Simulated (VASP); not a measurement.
NaFe2O3, 6 atoms in the cell. Symmetry: P-3m1, No. 164, trigonal system. Conventional cell: a = 3.076 Å, b = 3.076 Å, c = 7.955 Å, α = 90.00°, β = 90.00°, γ = 120.00°. Within 3.3 Å of Na (site symmetry -3m) lie 6 O at 2.44 Å and 6 Na at 3.08 Å and 6 Fe at 3.24 Å. Within 2.7 Å of Fe (site symmetry 3m) lie 6 O at 2.05 to 2.18 Å. O (site symmetry 3m) has 3 Fe at 2.05 Å and 3 Na at 2.44 Å within 2.7 Å. Within 3.1 Å of O (site symmetry -3m) lie 6 Fe at 2.18 Å and 12 O at 2.91 to 3.08 Å. 

```yaml
Program: VASP 6.6.1
Task: single point
Functional: PBEsol
Potentials_or_basis: VASP PAW PBE potentials, release 64 (Na_pv, Fe, O)
Cutoff: 520 eV
k_mesh: 12 × 12 × 6
Occupations: gaussian, width 0.1 eV
Spin: collinear spin, ferromagnetic start
Starting_moments: "[0.0, 3.95, 3.95, 0.38, 0.38, 0.42] μB"
Dipole_correction: no
Further_INCAR_settings: ALGO = Normal; EDIFF = 1e-06; NBANDS = 34
```

Potentials or basis: VASP PAW PBE potentials, release 64 (Na_pv, Fe, O).

Launch:

```sh
$ cat potpaw_PBE.64/Na_pv/POTCAR potpaw_PBE.64/Fe/POTCAR potpaw_PBE.64/O/POTCAR > POTCAR
$ mpirun -np 1 vasp_std > vasp.out
```

Hardware: 1 thread of Intel(R) Xeon(R) 6975P-C (Granite Rapids), with other jobs on the host.

Task: Estimate the wall time of this run.

Result: Run time: 4 min on 1 thread of Intel(R) Xeon(R) 6975P-C (Granite Rapids) (shared host), peak memory 0.43 GiB. Counts: scf iterations 19, k points 100.
